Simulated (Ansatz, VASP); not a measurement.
## One calculation of C, two programs

File INCAR:

```
ALGO     = Normal         # electronic algorithm
EDIFF    = 1E-7           # SCF threshold, eV
ENCUT    = 520            # plane-wave cutoff, eV
GGA      = CA             # functional
ISIF     = 2              # what is computed and relaxed
ISMEAR   = 0              # smearing method
LASPH    = T              # aspherical terms in the spheres
LCHARG   = F              # write CHGCAR
LREAL    = F              # projectors in reciprocal space
LWAVE    = F              # write WAVECAR
NBANDS   = 26             # bands
NELM     = 80             # most SCF steps
PREC     = Accurate       # precision mode
SIGMA    = 0.05           # smearing width, eV
```

The input KPOINTS:

```
k-points
0
Gamma
  8 8 8
```

The input POSCAR:

```
C
1.0
   -2.4103983070      2.4164243028      2.4164243028
    2.4103983070     -2.4043723112      2.4043723112
    2.4103983070      2.4043723112     -2.4043723112
C
8
Direct
    0.3254710870      0.0000000000      0.0000000000
    0.6745289130      0.6745289130      0.6745289130
    0.0000000000      0.3254710870      0.0000000000
    0.0000000000      0.0000000000      0.3254710870
    0.0000000000      0.6745289130      0.0000000000
    0.3254710870      0.3254710870      0.3254710870
    0.6745289130      0.0000000000      0.0000000000
    0.0000000000      0.0000000000      0.6745289130
```

Input for Ansatz:

```yaml
crystal:
  lattice:
    - [-2.410398307, 2.4164243028, 2.4164243028]
    - [2.410398307, -2.4043723112, 2.4043723112]
    - [2.410398307, 2.4043723112, -2.4043723112]
  atoms:
    - { symbol: C, position: [0.325471087, 0.0, 0.0] }
    - { symbol: C, position: [0.674528913, 0.674528913, 0.674528913] }
    - { symbol: C, position: [0.0, 0.325471087, 0.0] }
    - { symbol: C, position: [0.0, 0.0, 0.325471087] }
    - { symbol: C, position: [0.0, 0.674528913, 0.0] }
    - { symbol: C, position: [0.325471087, 0.325471087, 0.325471087] }
    - { symbol: C, position: [0.674528913, 0.0, 0.0] }
    - { symbol: C, position: [0.0, 0.0, 0.674528913] }
basis:
  ecutwfc: 420
kpoints:
  mp_grid: { grid: [8, 8, 8] }
hamiltonian:
  xc: lda
scf:
  occupations: { method: gaussian, width: 0.05 }
output:
  forces: true
  stress: true
  eigenvalues: true
```

Change from the starting cell: strain +0.0050 x Voigt [0, 0, 0, 1, 0, 0], atoms carried along.

Alike in both runs: task single point; functional LDA; k mesh 8 × 8 × 8; occupations gaussian, width 0.05 eV; no spin polarisation.

```csv
,VASP,Ansatz
version,VASP 6.6.1,Ansatz 0.2.0
potentials or method,"VASP PAW LDA potentials, release 64 (C), cutoff 520 eV","scalar-relativistic, plane waves, PAW"
valence electrons in the cell,32,32
```

Ansatz gave:

| Quantity | Value |
| --- | --- |
| gap on the k mesh at the Fermi level (eV) | 3.00 |
| least direct gap on the mesh (eV) | 3.81 |
| pressure (GPa) | 0.0 |
| traceless stress, the component that is largest in VASP (GPa) | -1.49 |
| rms of the force components (eV/Å) | 0.007 |

Task: Which values does VASP return?

Result: gap on the k mesh at the Fermi level (eV): 2.99; least direct gap on the mesh (eV): 3.79; pressure (GPa): 1.1; traceless stress, the component that is largest in VASP (GPa): -1.48; rms of the force components (eV/Å): 0.029.

LDA's correlation is that of Perdew and Zunger in VASP and of Perdew and Wang (1992) in Ansatz. Atom by atom the forces differ by 0.029 eV/Å (rms over components).
